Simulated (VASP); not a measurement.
**Ag: single point with PBEsol**

Ag:

```xyz
2
Lattice="2.9300 0.0000 0.0000 -1.4650 2.5375 -0.1269 0.0000 -0.2395 4.7900" Properties=species:S:1:pos:R:3 pbc="T T T"
Ag    0.0000    1.6318    1.1129
Ag    1.4650    0.6662    3.5502
```

This cell differs from its parent crystal: strain -0.1000 x Voigt [0, 0, 0, 1, 0, 0].

```yaml
Program: VASP 6.6.1
Task: single point
Functional: PBEsol
Potentials_or_basis: VASP PAW PBE potentials, release 64 (Ag)
Cutoff: 500 eV
k_mesh: 18 × 18 × 10
Occupations: gaussian, width 0.15 eV
Spin: no spin polarisation
Dipole_correction: no
Further_INCAR_settings: ALGO = Normal; EDIFF = 1e-06; NBANDS = 18
```

The pressure is -5.8 GPa. The largest force is 0.062 eV/Å and the band gap on the k mesh is zero (bands 11 and 12 overlap by 6.85 eV).

Forces in eV/Å, atoms in the order of the input:
```
Ag   0.000 -0.059 -0.018
Ag   0.000  0.059  0.018
```

Stress tensor (GPa, compression positive):
```
-6.25  0.00  0.00
 0.00 -6.33  2.39
 0.00  2.39 -4.85
```

Levels at points of the mesh, in eV from the Fermi level:
```tsv
k point	band 7	band 8	band 9	band 10	band 11	band 12	band 13	band 14	band 15	band 16
(0.00, 0.00, 0.00)	-4.30	-3.96	-3.87	-3.06	-3.04	-0.30	3.43	15.56	17.45	17.52
(0.50, 0.00, 0.00)	-3.71	-2.89	-2.86	-2.78	0.11	1.46	6.17	7.53	8.72	10.50
(0.00, 0.50, 0.00)	-3.68	-2.89	-2.84	-2.76	0.14	1.49	5.54	8.10	8.23	10.40
(0.00, 0.00, 0.50)	-4.27	-4.24	-3.55	-3.53	-3.13	-3.11	10.89	10.89	15.72	15.75
(0.50, 0.00, 0.50)	-3.10	-3.03	-2.84	-2.78	0.51	1.07	3.93	4.80	13.05	13.07
(0.00, 0.50, 0.50)	-3.15	-3.00	-2.89	-2.77	0.28	1.39	3.55	5.28	12.20	13.25
```

Run time: 9.2 min on 1 thread of Oxide Virtual Turin-like Processor (shared host), peak memory 0.47 GiB.

Caveat: the cell differs from its parent crystal (strain -0.1000 x Voigt [0, 0, 0, 1, 0, 0]); the cell stands under tension; the PAW data sets were made with another functional, which shifts forces and pressure a little.
